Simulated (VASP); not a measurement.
Write the native input for VASP 6.6.1 that does the following.

```yaml
Task: single point
Functional: PBE
Potentials_or_basis: VASP PAW PBE potentials, release 64 (B, Se)
Cutoff: 520 eV
k_mesh: 6 × 6 × 2
Occupations: gaussian, width 0.1 eV
Spin: no spin polarisation
Dipole_correction: no
Further_INCAR_settings: ALGO = Normal; EDIFF = 1e-07; NBANDS = 28
```

The structure of BSe lies in POSCAR:

```
BSe
1.0
    3.3168549739     -0.0000000028      0.0000000000
   -1.6584274846      2.8724806695      0.0000000000
    0.0000000000      0.0000000000     11.1550000177
B Se
4 4
Direct
    0.6666666667      0.3333333333      0.1190867747
    0.6666666667      0.3333333333      0.3809132253
    0.3333333333      0.6666666667      0.6190867747
    0.3333333333      0.6666666667      0.8809132253
    0.0000000000      0.0000000000      0.0000000000
    0.3333333333      0.6666666667      0.2500000000
    0.0000000000      0.0000000000      0.5000000000
    0.6666666667      0.3333333333      0.7500000000
```

These files were run (other wordings do the same):

INCAR

```
SYSTEM = BSe
PREC = Accurate
ENCUT = 520
EDIFF = 1E-7
ISMEAR = 0
SIGMA = 0.1
LREAL = .False.
LASPH = .True.
NELM = 80
ALGO = Normal
ISIF = 2
LWAVE = .False.
LCHARG = .False.
GGA = PE
NBANDS = 28
```

KPOINTS

```
regular mesh
0
Gamma
  6 6 2
  0 0 0
```

Potentials or basis: VASP PAW PBE potentials, release 64 (B, Se).

The run is started by

```bash
$ cat potpaw_PBE.64/B/POTCAR potpaw_PBE.64/Se/POTCAR > POTCAR
$ mpirun -np 1 vasp_std > vasp.out
```

It gave:

- Pressure: 0.1 GPa
- Band gap on the k mesh: zero (bands 18 and 19 overlap by 1.73 eV)

Caveat: the k points lie up to 0.36 Å⁻¹ apart, too coarse for converged energies and pressures of a metal.

Wall time 58 s on 1 thread of Intel(R) Xeon(R) Platinum 8488C (Sapphire Rapids) (shared host), peak memory 0.24 GiB.
